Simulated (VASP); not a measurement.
Write the native input for VASP 6.6.1 that does the following.

```yaml
Task: relaxation of cell and atoms
Functional: PBE
Potentials_or_basis: VASP PAW PBE potentials, release 64 (Cr_pv)
Cutoff: 600 eV
k_mesh: 20 × 20 × 20
Occupations: gaussian, width 0.1 eV
Spin: no spin polarisation
Dipole_correction: no
Further_INCAR_settings: ALGO = Normal; EDIFF = 1e-06; IBRION = 2; EDIFFG = -0.005; NSW = 100; ISIF = 3
```

The structure of Cr lies in POSCAR:

```
Cr
1.0
    0.0000000000      1.8000000000      1.8000000000
    1.8000000000      0.0000000000      1.8000000000
    1.8000000000      1.8000000000      0.0000000000
Cr
1
Direct
    0.0000000000      0.0000000000      0.0000000000
```

These files were run (other wordings do the same):

INCAR

```
SYSTEM = Cr
ALGO = Normal
EDIFF = 1E-6
EDIFFG = -0.005
ENCUT = 600
GGA = PE
IBRION = 2
ISIF = 3
ISMEAR = 0
LASPH = .True.
LCHARG = .False.
LREAL = .False.
LWAVE = .False.
NELM = 60
NSW = 100
PREC = Accurate
SIGMA = 0.1
```

KPOINTS

```
k-points
0
Gamma
  20 20 20
  0 0 0
```

Potentials or basis: VASP PAW PBE potentials, release 64 (Cr_pv).

Launch:

```console
$ cat potpaw_PBE.64/Cr_pv/POTCAR > POTCAR
$ mpirun -np 1 vasp_std > vasp.out
```

It gave:

* Relaxed volume: 11.86 Å³/atom
* Relaxed cell: a = 2.559 Å, b = 2.559 Å, c = 2.559 Å, α = 60.00°, β = 60.00°, γ = 60.00°
* Space group after relaxing (to 0.05 Å): Fm-3m (No. 225)
* Energy gained by relaxing: 2.3 meV/atom
* Ionic steps: 3
* Pressure after relaxing: 0.0 GPa
* Band gap on the k mesh: zero (band 6 reaches 12.87 eV, above the bottom of band 7 at 9.93 eV)

Caveat: the run has no spin polarisation, though such a crystal can be magnetic.

It took 73 s on 1 thread of Intel Xeon 8259CL, on a shared host, peak memory 0.16 GiB.
